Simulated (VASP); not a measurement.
# SbOs (Fm-3m) in VASP: further runs

The runs below take SbOs through single point, with PBE.

Program: VASP 6.6.1. These are calculated values, not measurements. Logs are shortened: lines on timing, memory, paths and dates and some standing lists are left out, and cuts for length are marked.

**1. The cell of the first run**

The structure is cubic, space group Fm-3m (No. 225). The conventional cell has a = 5.326 Å, b = 5.326 Å, c = 5.326 Å, α = 90.00°, β = 90.00°, γ = 90.00°. Within 3.5 Å of Os (site symmetry m-3m) lie 6 Sb at 2.66 Å. Within 3.5 Å of Sb (site symmetry m-3m) lie 6 Os at 2.66 Å.

**2. Single point, PBE (volume scaled by 0.945)**

Contents of INCAR:

```
SYSTEM = SbOs
PREC = Accurate ; ENCUT = 520
EDIFF = 1E-6 ; ISMEAR = 0
SIGMA = 0.05 ; LREAL = .FALSE.
LASPH = .TRUE. ; NELM = 60
ALGO = Normal ; ISIF = 2
LWAVE = .FALSE. ; LCHARG = .FALSE.
GGA = PE ; NBANDS = 14
```

Contents of KPOINTS:

```
regular mesh
0
G
  12 12 12
  0 0 0
```

Contents of POSCAR:

```
SbOs
1.0
    0.0000000000      2.6629262314      2.6629262314
    2.6629262314      0.0000000000      2.6629262314
    2.6629262314      2.6629262314      0.0000000000
Os Sb
1 1
Direct
    0.5000000000      0.5000000000      0.5000000000
    0.0000000000      0.0000000000      0.0000000000
```

Potentials or basis: VASP PAW PBE potentials, release 64 (Os, Sb).

Run with:

```sh
$ cat potpaw_PBE.64/Os/POTCAR potpaw_PBE.64/Sb/POTCAR > POTCAR
$ mpirun -np 1 vasp_std > vasp.out
```

OUTCAR:

```text
SYSTEM = SbOs
   PREC = Accurate
   ENCUT = 520
   EDIFF = 1E-6
   ISMEAR = 0
   LREAL = .FALSE.
   LASPH = .TRUE.
   NELM = 60
   ISIF = 2
   GGA = PE

 ion  position               nearest neighbor table
   1  0.500  0.500  0.500-   2 2.66   2 2.66   2 2.66   2 2.66   2 2.66   2 2.66
   2  0.000  0.000  0.000-   1 2.66   1 2.66   1 2.66   1 2.66   1 2.66   1 2.66

  LATTYP: Found a face centered cubic cell.
 ALAT       =     5.3258524628

  Lattice vectors:

 A1 = (   0.0000000000,   2.6629262314,   2.6629262314)
 A2 = (   2.6629262314,   0.0000000000,   2.6629262314)
 A3 = (   2.6629262314,   2.6629262314,   0.0000000000)

Analysis of symmetry for initial positions (statically):
=====================================================================
 Subroutine PRICEL returns:
 Original cell was already a primitive cell.

 Routine SETGRP: Setting up the symmetry group for a
 face centered cubic supercell.

 Subroutine GETGRP returns: Found 48 space group operations
 (whereof 48 operations were pure point group operations)
 out of a pool of 48 trial point group operations.

The static configuration has the point symmetry O_h .

Analysis of symmetry for dynamics (positions and initial velocities):
=====================================================================
 Subroutine PRICEL returns:
 Original cell was already a primitive cell.

 Routine SETGRP: Setting up the symmetry group for a
 face centered cubic supercell.

 Subroutine GETGRP returns: Found 48 space group operations
 (whereof 48 operations were pure point group operations)
 out of a pool of 48 trial point group operations.

The dynamic configuration has the point symmetry O_h .

 Subroutine INISYM returns: Found 48 space group operations
 (whereof 48 operations are pure point group operations),
 and found     1 'primitive' translations

----------------------------------------------------------------------------------------

                                     Primitive cell

  volume of cell :      37.7666

  direct lattice vectors                    reciprocal lattice vectors
     0.000000000  2.662926231  2.662926231    -0.187763369  0.187763369  0.187763369
     2.662926231  0.000000000  2.662926231     0.187763369 -0.187763369  0.187763369
     2.662926231  2.662926231  0.000000000     0.187763369  0.187763369 -0.187763369

  length of vectors
     3.765946392  3.765946392  3.765946392     0.325215695  0.325215695  0.325215695

  position of ions in fractional coordinates (direct lattice)
     0.500000000  0.500000000  0.500000000
     0.000000000  0.000000000  0.000000000

  ion indices of the primitive-cell ions
   primitive index   ion index
                 1           1
                 2           2

----------------------------------------------------------------------------------------

 KPOINTS: regular mesh

Automatic generation of k-mesh.
 Grid dimensions read from file:
 generate k-points for:   12   12   12

 Generating k-lattice:

  Cartesian coordinates                     Fractional coordinates (reciprocal lattice)
    -0.015646947  0.015646947  0.015646947     0.083333333  0.000000000  0.000000000
     0.015646947 -0.015646947  0.015646947     0.000000000  0.083333333  0.000000000
     0.015646947  0.015646947 -0.015646947     0.000000000  0.000000000  0.083333333

  Length of vectors
     0.027101308  0.027101308  0.027101308

  Shift w.r.t. Gamma in fractional coordinates (k-lattice)
     0.000000000  0.000000000  0.000000000

 Subroutine IBZKPT returns following result:
 ===========================================

 Found     72 irreducible k-points:

 Following reciprocal coordinates:
            Coordinates               Weight
  0.000000  0.000000  0.000000      1.000000
  0.083333  0.000000  0.000000      8.000000
  0.166667  0.000000  0.000000      8.000000
  0.250000  0.000000  0.000000      8.000000
  0.333333  0.000000  0.000000      8.000000
  0.416667  0.000000  0.000000      8.000000
[... 16 lines left out ...]
  0.500000  0.166667  0.000000     24.000000
 -0.416667  0.166667  0.000000     24.000000
 [... further k-points ...]
   k-points           NKPTS =     72   k-points in BZ     NKDIM =     72   number of bands    NBANDS=     14
   number of dos      NEDOS =    301   number of ions     NIONS =      2
   total plane-waves  NPLWV =  21952
   dimension x,y,z NGX =    28 NGY =   28 NGZ =   28
   dimension x,y,z NGXF=    56 NGYF=   56 NGZF=   56
   ions per type =               1   1
   NGX,Y,Z   is equivalent  to a cutoff of  12.36, 12.36, 12.36 a.u.
   NGXF,Y,Z  is equivalent  to a cutoff of  24.72, 24.72, 24.72 a.u.
 SYSTEM =  SbOs
   PREC   = accura    normal or accurate (medium, high low for compatibility)
   ISTART =      0    job   : 0-new  1-cont  2-samecut
   ICHARG =      2    charge: 1-file 2-atom 10-const
   ISPIN  =      1    spin polarized calculation?
   LNONCOLLINEAR =      F non collinear calculations
   LSORBIT =      F    spin-orbit coupling
   LASPH  =      T    aspherical Exc in radial PAW
   ENCUT  =  520.0 eV  38.22 Ry    6.18 a.u.   7.00  7.00  7.00*2*pi/ulx,y,z
   NELM   =     60;   NELMIN=  2; NELMDL= -5     # of ELM steps
   EDIFF  = 0.1E-05   stopping-criterion for ELM
   LREAL  =      F    real-space projection
   EDIFFG = 0.1E-04   stopping-criterion for IOM
   NSW    =      0    number of steps for IOM
   IBRION =     -1    ionic relax: 0-MD 1-quasi-New 2-CG
   NFREE  =      0    steps in history (QN), initial steepest desc. (CG)
   ISIF   =      2    stress and relaxation
   ISYM   =      2    0-nonsym 1-usesym 2-fastsym
   POTIM  = 0.5000    time-step for ionic-motion
   TEBEG  =    0.0;   TEEND  =   0.0 temperature during run
   PSTRESS=    0.0 pullay stress
   NELECT =      13.0000    total number of electrons
   NUPDOWN=      -1.0000    fix difference up-down
   EMIN   =  10.00;   EMAX   =-10.00  energy-range for DOS
   EFERMI =   0.00;   METHOD = LEGACY
   ISMEAR =     0;   SIGMA  =   0.05  broadening in eV -4-tet -1-fermi 0-gaus
   EFERMI_NEDOS =   21; number of points for ismear=-14 and -15
   IALGO  =     38    algorithm
   IMIX   =      4    mixing-type and parameters
     AMIX     =   0.40;   BMIX     =  1.00
     AMIX_MAG =   1.60;   BMIX_MAG =  1.00
  volume/ion in A,a.u.               =      18.88       127.43
  Fermi-wavevector in a.u.,A,eV,Ry     =   1.147326  2.168132 17.910122  1.316357
  Thomas-Fermi vector in A             =   2.284006
   LORBIT       =      0    0 simple, 1 ext, 2 COOP (PROOUT), +10 PAW based schemes
   GGA     = PE    functional components
   LHFCALC =     F    Hartree Fock is set to
   AEXX    =    0.0000 exact exchange contribution
   IVDW    =     0    specifies the selected vdW correction
   LEPSILON=     F    determine dielectric tensor
   LRPA    =     F    only Hartree local field effects (RPA)
 non-spin polarized calculation
 Gauss-broadening in eV      SIGMA  =   0.05
  energy-cutoff  :      520.00
  volume of cell :       37.77
 maximum number of plane-waves:      1036
   NGX = 13   NGY = 13   NGZ = 13

 number of electron      12.9999998 magnetization

 Free energy of the ion-electron system (eV)
  ---------------------------------------------------
  ext. energy  EPLUGINS =         0.00000000
  ---------------------------------------------------
  free energy    TOTEN  =       -13.37742024 eV

  energy without entropy =      -13.37506727  energy(sigma->0) =      -13.37624375

 E-fermi :   9.2437     XC(G=0): -11.9452

 val. band max:        9.2272475243   @ k =  -0.4167   0.3333   0.1667
 cond. band min:       9.2583528312   @ k =   0.3333   0.0833   0.0000
 fundamental gap:      0.0311053069
 Fermi energy:         9.2437078022

 k-point     1 :       0.0000    0.0000    0.0000
  band No.  band energies     occupation
      1      -3.6173      2.00000
      2       7.2243      2.00000
      3       7.2243      2.00000
      4       7.2243      2.00000
      5       7.6096      2.00000
      6       7.6096      2.00000
      7      10.9746      0.00000
      8      10.9746      0.00000
      9      10.9746      0.00000
     10      16.2365      0.00000
     11      16.9604      0.00000
     12      21.6230      0.00000
     13      21.6230      0.00000
     14      21.6232      0.00000

 k-point     2 :       0.0833    0.0000    0.0000
  band No.  band energies     occupation
      1      -3.4958      2.00000
      2       7.0022      2.00000
      3       7.1531      2.00000
      4       7.1531      2.00000
      5       7.4392      2.00000
      6       7.4392      2.00000
      7      10.5307      0.00000
      8      11.4054      0.00000
      9      11.4054      0.00000
     10      16.8535      0.00000
     11      17.1048      0.00000
     12      20.2914      0.00000
     13      20.7914      0.00000
     14      20.7914      0.00000

 k-point     3 :       0.1667    0.0000    0.0000
  band No.  band energies     occupation
      1      -3.1357      2.00000
      2       6.2950      2.00000
      3       6.5934      2.00000
      4       6.5934      2.00000
      5       7.5652      2.00000
      6       7.5652      2.00000
      7       9.7896      0.00000
      8      12.3800      0.00000
      9      12.3800      0.00000
     10      16.9031      0.00000
     11      18.2381      0.00000
     12      19.5847      0.00000
     13      19.6684      0.00000
     14      19.6684      0.00000

 k-point     4 :       0.2500    0.0000    0.0000
  band No.  band energies     occupation
      1      -2.5531      2.00000
      2       5.1525      2.00000
      3       5.9755      2.00000
      4       5.9755      2.00000
      5       7.8523      2.00000
      6       7.8523      2.00000
      7       9.3086      0.06638
      8      13.5162      0.00000
      9      13.5162      0.00000
     10      15.9167      0.00000
     11      18.5009      0.00000
     12      18.5009      0.00000
     13      19.4983      0.00000
     14      20.2871      0.00000

 k-point     5 :       0.3333    0.0000    0.0000
  band No.  band energies     occupation
      1      -1.7842      2.00000
      2       3.8236      2.00000
      3       5.4853      2.00000
      4       5.4853      2.00000
      5       8.1828      2.00000
      6       8.1828      2.00000
      7       9.0999      1.99995
      8      14.5836      0.00000
      9      14.5836      0.00000
     10      14.8292      0.00000
     11      17.4673      0.00000
[... 276 lines left out ...]
 k-point    22 :       0.4167    0.1667    0.0000
  band No.  band energies     occupation
      1      -1.3105      2.00000
      2       3.4828      2.00000
      3       5.2393      2.00000
      4       5.7767      2.00000
      5       7.8959      2.00000
      6       8.5795      2.00000
      7       9.1973      1.81083
      8      12.4256      0.00000
      9      13.5076      0.00000
     10      15.1570      0.00000
     11      17.2730      0.00000
     12      19.1315      0.00000
     13      20.3095      0.00000
     14      22.3382      0.00000

 k-point    23 :       0.5000    0.1667    0.0000
  band No.  band energies     occupation
      1      -0.6567      2.00000
      2       2.7048      2.00000
      3       5.0022      2.00000
      4       5.4260      2.00000
      5       8.2372      2.00000
      6       8.6705      2.00000
      7       8.9838      2.00000
      8      12.9525      0.00000
      9      13.1233      0.00000
     10      14.9556      0.00000
     11      17.8161      0.00000
     12      18.9241      0.00000
     13      20.5897      0.00000
     14      22.5358      0.00000

 k-point    24 :      -0.4167    0.1667    0.0000
  band No.  band energies     occupation
      1      -0.4911      2.00000
      2       2.4910      2.00000
      3       5.0098      2.00000
      4       5.2490      2.00000
      5       8.5285      2.00000
      6       8.5310      2.00000
      7       8.9539      2.00000
      8      12.4494      0.00000
      9      14.0079      0.00000
     10      14.7065      0.00000
     11      18.2133      0.00000
     12      18.6006      0.00000
     13      20.7466      0.00000
     14      22.4636      0.00000

 [... further k-points ...]
[... 5 lines left out ...]
  --------------------------------------------------------------------------------------
  -------------------------------------------------------------------------------------
  Total        2.2593686      2.2593686      2.2593686     -0.0000000     -0.0000000      0.0000000
  in kB       95.8495903     95.8495903     95.8495903     -0.0000000     -0.0000000      0.0000000
  external PRESSURE =      95.8495903 kB  Pullay stress =       0.0000000 kB

 VOLUME and BASIS-vectors are now :
 -----------------------------------------------------------------------------
  energy-cutoff  :      520.00
  volume of cell :       37.77
      direct lattice vectors                 reciprocal lattice vectors
     0.000000000  2.662926231  2.662926231    -0.187763369  0.187763369  0.187763369
     2.662926231  0.000000000  2.662926231     0.187763369 -0.187763369  0.187763369
     2.662926231  2.662926231  0.000000000     0.187763369  0.187763369 -0.187763369

 POSITION                                       TOTAL-FORCE (eV/Angst)
 -----------------------------------------------------------------------------------
      2.66293      2.66293      2.66293         0.000000      0.000000      0.000000
      0.00000      0.00000      0.00000        -0.000000      0.000000     -0.000000
 -----------------------------------------------------------------------------------
    total drift:                                0.000000      0.000000      0.000000

  FREE ENERGIE OF THE ION-ELECTRON SYSTEM (eV)
  ---------------------------------------------------
  free  energy   TOTEN  =       -13.3774202413 eV

  energy  without entropy=      -13.3750672686  energy(sigma->0) =      -13.37624375
```

Wall time 14 s (1 thread of Intel Xeon 6975P-C (Granite Rapids), shared host); peak memory 0.18 GiB.

Results:

| Item | Value |
| --- | --- |
| Free energy | -13.3774 eV |
| Pressure | 9.6 GPa |

Levels at points of the mesh, in eV from the Fermi level:
| k point | band 3 | band 4 | band 5 | band 6 | band 7 | band 8 | band 9 | band 10 |
| --- | --- | --- | --- | --- | --- | --- | --- | --- |
| (0.00, 0.00, 0.00) | -2.02 | -2.02 | -1.63 | -1.63 | 1.73 | 1.73 | 1.73 | 6.99 |
| (0.50, 0.00, 0.00) | -4.17 | -4.17 | -0.68 | -0.68 | -0.21 | 4.55 | 6.49 | 6.49 |
| (0.50, 0.50, 0.00) | -3.33 | -1.29 | -1.29 | -0.96 | -0.09 | -0.09 | 0.07 | 3.75 |

Caveat: the cell differs from its parent crystal (volume scaled by 0.945); spin-orbit coupling is left out, which moves the levels of the heavy elements.

**3. Single point, PBE (volume scaled by 0.960)**

Contents of INCAR:

```
SYSTEM = SbOs
  ALGO = Normal
  EDIFF = 1E-6
  ENCUT = 520
  GGA = PE
  ISIF = 2
  ISMEAR = 0
  LASPH = .TRUE.
  LCHARG = .FALSE.
  LREAL = .FALSE.
  LWAVE = .FALSE.
  NBANDS = 14
  NELM = 60
  PREC = Accurate
  SIGMA = 0.05
```

Contents of KPOINTS:

```
k-points
0
G
  12 12 12
  0 0 0
```

Contents of POSCAR:

```
SbOs
1.0
    0.0000000000      2.6769418908      2.6769418908
    2.6769418908      0.0000000000      2.6769418908
    2.6769418908      2.6769418908      0.0000000000
Os Sb
1 1
Direct
    0.5000000000      0.5000000000      0.5000000000
    0.0000000000      0.0000000000      0.0000000000
```

Potentials or basis: VASP PAW PBE potentials, release 64 (Os, Sb).

Run with:

```sh
$ cat potpaw_PBE.64/Os/POTCAR potpaw_PBE.64/Sb/POTCAR > POTCAR
$ mpirun -np 1 vasp_std > vasp.out
```

It took 15 s on 1 thread of Intel Xeon 6975P-C (Granite Rapids), shared host; peak memory 0.18 GiB.

It converged, with:

```
Free energy : -13.4077 eV
Pressure    : 6.6 GPa
```

Levels at points of the mesh, in eV from the Fermi level:
| k point | band 3 | band 4 | band 5 | band 6 | band 7 | band 8 | band 9 | band 10 |
| --- | --- | --- | --- | --- | --- | --- | --- | --- |
| (0.00, 0.00, 0.00) | -1.96 | -1.96 | -1.59 | -1.59 | 1.70 | 1.70 | 1.70 | 6.78 |
| (0.50, 0.00, 0.00) | -4.08 | -4.08 | -0.65 | -0.65 | -0.20 | 4.54 | 6.45 | 6.45 |
| (0.50, 0.50, 0.00) | -3.23 | -1.27 | -1.27 | -0.94 | -0.08 | -0.08 | 0.05 | 3.62 |

Caveat: the cell differs from its parent crystal (volume scaled by 0.960); spin-orbit coupling is left out, which moves the levels of the heavy elements.

**4. Single point, PBE**

This run uses another cell than the first one, of 19.60 Å³/atom, 1.038 times its volume.

Contents of INCAR:

```
ALGO = Normal ; EDIFF = 1E-6
ENCUT = 520 ; GGA = PE
ISIF = 2 ; ISMEAR = 0
LASPH = True ; LCHARG = True
LELF = True ; LREAL = False
LVHAR = True ; LWAVE = False
NBANDS = 14 ; NELM = 60
PREC = Accurate ; SIGMA = 0.05
```

Contents of KPOINTS:

```
k-points
0
Gamma
  12 12 12
```

Contents of POSCAR:

```
SbOs
1.0
    0.0000000000      2.6961994998      2.6961994998
    2.6961994998      0.0000000000      2.6961994998
    2.6961994998      2.6961994998      0.0000000000
Os Sb
1 1
Direct
    0.5000000000      0.5000000000      0.5000000000
    0.0000000000      0.0000000000      0.0000000000
```

Run with:

```sh
$ cat potpaw_PBE.64/Os/POTCAR potpaw_PBE.64/Sb/POTCAR > POTCAR
$ mpirun -np 1 vasp_std > vasp.out
```

It took 15 s on 1 thread of Intel Xeon 6975P-C (Granite Rapids), shared host; peak memory 0.18 GiB.

The run converged. Its results:

* Free energy: -13.4321 eV
* Pressure: 2.8 GPa

Levels at points of the mesh, in eV from the Fermi level:
```csv
k point,band 4,band 5,band 6,band 7,band 8,band 9
"(0.00, 0.00, 0.00)",-1.87,-1.54,-1.54,1.66,1.66,1.66
"(0.50, 0.00, 0.00)",-3.97,-0.61,-0.61,-0.18,4.51,6.39
"(0.50, 0.50, 0.00)",-1.23,-1.23,-0.91,-0.07,-0.07,0.03
```

Caveat: spin-orbit coupling is left out, which moves the levels of the heavy elements.

**5. Single point, PBE**

Contents of INCAR:

```
PREC = Accurate
ENCUT = 520
EDIFF = 1E-6
ISMEAR = 0
SIGMA = 0.05
LREAL = False
LASPH = True
NELM = 80
ALGO = Normal
ISIF = 2
LWAVE = False
LCHARG = False
GGA = PE
NBANDS = 14
```

Contents of KPOINTS:

```
Automatic mesh
0
Gamma
  12 12 12
```

Contents of POSCAR:

```
SbOs
1.0
    0.0000000000      2.6954041424      2.6954041424
    2.6954041424      0.0000000000      2.6954041424
    2.6954041424      2.6954041424      0.0000000000
Os Sb
1 1
Direct
    0.5000000000      0.5000000000      0.5000000000
    0.0000000000      0.0000000000      0.0000000000
```

Run with:

```sh
$ cat potpaw_PBE.64/Os/POTCAR potpaw_PBE.64/Sb/POTCAR > POTCAR
$ mpirun -np 1 vasp_std > vasp.out
```

Wall time 15 s (1 thread of Intel Xeon 6975P-C (Granite Rapids), shared host); peak memory 0.18 GiB.

Results (log left out):

```
Free energy : -13.4314 eV
Pressure    : 2.9 GPa
```

Levels at points of the mesh, in eV from the Fermi level:
```csv
k point,band 3,band 4,band 5,band 6,band 7,band 8,band 9,band 10
"(0.00, 0.00, 0.00)",-1.88,-1.88,-1.54,-1.54,1.66,1.66,1.66,6.50
"(0.50, 0.00, 0.00)",-3.97,-3.97,-0.61,-0.61,-0.18,4.52,6.40,6.40
"(0.50, 0.50, 0.00)",-3.11,-1.24,-1.24,-0.91,-0.07,-0.07,0.03,3.45
```

Caveat: spin-orbit coupling is left out, which moves the levels of the heavy elements.

**6. The runs side by side**

```tsv
cell	gap on the mesh (eV)	pressure (GPa)
a = 3.766 Å, angles 60.0°, 2 atoms	none	9.6
a = 3.786 Å, angles 60.0°, 2 atoms	none	6.6
a = 3.813 Å, angles 60.0°, 2 atoms	none	2.8
a = 3.812 Å, angles 60.0°, 2 atoms	none	2.9
```

Alike in all rows: task single point; level PBE; potentials or basis VASP PAW PBE potentials, release 64 (Os, Sb); no spin polarisation; k mesh 12 × 12 × 12; cutoff (eV) 520; smearing gaussian 0.05 eV.

Caveats: spin-orbit coupling is left out, which moves the levels of the heavy elements.

Absolute energies hang on the potentials; compare differences alone.
